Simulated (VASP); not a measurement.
A run of VASP 6.6.1 is set up as follows.

The input INCAR:

```
PREC = Accurate
ENCUT = 600
EDIFF = 1E-7
ISMEAR = -1
SIGMA = 0.1
LREAL = False
LASPH = True
NELM = 100
ALGO = Normal
ISIF = 4
LWAVE = False
LCHARG = False
GGA = PE
IBRION = 2
NSW = 50
EDIFFG = -0.005
```

The input KPOINTS:

```
Automatic mesh
0
Gamma
  16 16 14
```

Contents of POSCAR:

```
Zr
1.0
    2.8495000551      0.0000000000      0.0000000000
   -1.4247500275      2.4677394358      0.0000000000
    0.0000000000      0.0000000000      2.8512937233
Zr
1
Direct
    0.0000000000      0.0000000000      0.0000000000
```

Potentials or basis: VASP PAW PBE potentials, release 64 (Zr_sv).

The run is started by

```sh
$ cat potpaw_PBE.64/Zr_sv/POTCAR > POTCAR
$ mpirun -np 1 vasp_std > vasp.out
```

What does it give for the band gap on the k mesh?

Zero (bands 6 and 7 overlap by 0.95 eV).

Final structure:
```xyz
1
Lattice="2.8643 0.0000 0.0000 -1.4322 2.4806 0.0000 0.0000 0.0000 2.8219" Properties=species:S:1:pos:R:3 pbc="T T T"
Zr   -1.4322    2.4806    2.8219
```
